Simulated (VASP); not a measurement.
A run of VASP 6.6.1 is set up as follows.

Contents of INCAR:

```
SYSTEM = Si4F
PREC = Accurate
ENCUT = 520
EDIFF = 1E-7
ISMEAR = 0
SIGMA = 0.05
LREAL = .FALSE.
LASPH = .TRUE.
NELM = 150
ALGO = Normal
ISIF = 2
LWAVE = .FALSE.
LCHARG = .FALSE.
ISPIN = 2
MAGMOM = 0 0 0 0 1
LORBIT = 11
LDIPOL = .TRUE.
IDIPOL = 3
DIPOL = 0.5 0.5 0.342
GGA = PE
NBANDS = 24
```

The input KPOINTS:

```
regular mesh
0
G
  9 9 1
  0 0 0
```

POSCAR

```
Si4F
1.0
    3.8675355481      0.0000000000      0.0000000000
   -1.9337677741      3.3493840347      0.0000000000
    0.0000000000      0.0000000000     19.4372968034
Si F
4 1
Direct
    0.3333333333      0.6666666667      0.2057899326
    0.0000000000      0.0000000000      0.2464055283
    0.0000000000      0.0000000000      0.3748662348
    0.6666666667      0.3333333333      0.4083539436
    0.8333333333      1.0000000000      0.4763148560
```

Potentials or basis: VASP PAW PBE potentials, release 64 (Si, F).

Command:

```bash
$ cat potpaw_PBE.64/Si/POTCAR potpaw_PBE.64/F/POTCAR > POTCAR
$ mpirun -np 1 vasp_std > vasp.out
```

Question: Predict the site moments.

Answer: Si +0.12, +0.01, +0.02, +0.04; F +0.02 μB.

Question: Predict the net moment.

Answer: 0.57 μB per cell.

Question: Estimate the largest force.

Answer: 1.218 eV/Å.

Forces on the atoms (eV/Å):
```
Si   0.006 -0.028  0.557
Si   0.149 -0.048 -0.363
Si  -0.077 -0.036  0.210
Si   0.831 -0.698 -0.440
F   -0.909  0.810  0.036
```

Caveat: a moment this small can come from the mesh or the smearing.
